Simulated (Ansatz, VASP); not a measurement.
# SrCl2 in VASP and in Ansatz

```xyz
3
Lattice="0.0000 3.4264 3.6532 3.4264 0.0000 3.6532 3.4264 3.4264 0.0000" Properties=species:S:1:pos:R:3 pbc="T T T"
Sr    0.0000    0.0000    0.0000
Cl    1.7132    1.7132    1.8266
Cl    5.1395    5.1395    5.4798
```

Alike in both runs: task single point; functional PBE; k mesh 6 × 6 × 6; occupations gaussian, width 0.05 eV; no spin polarisation.

```csv
,VASP,Ansatz
version,VASP 6.6.1,Ansatz 0.2.0
potentials or method,"VASP PAW PBE potentials, release 64 (Sr_sv, Cl), cutoff 520 eV","scalar-relativistic, plane waves, PAW"
valence electrons in the cell,24,24
```

VASP gave:

- gap on the k mesh at the Fermi level (eV): 5.01
- least direct gap on the mesh (eV): 5.32
- pressure (GPa): 0.7
- traceless stress, the component that is largest in VASP (GPa): -2.15

Estimate Ansatz's values.

gap on the k mesh at the Fermi level (eV): 5.01; least direct gap on the mesh (eV): 5.32; pressure (GPa): 0.6; traceless stress, the component that is largest in VASP (GPa): -2.16.

With one functional, cell and mesh, what is left measures potentials, basis and numerics.
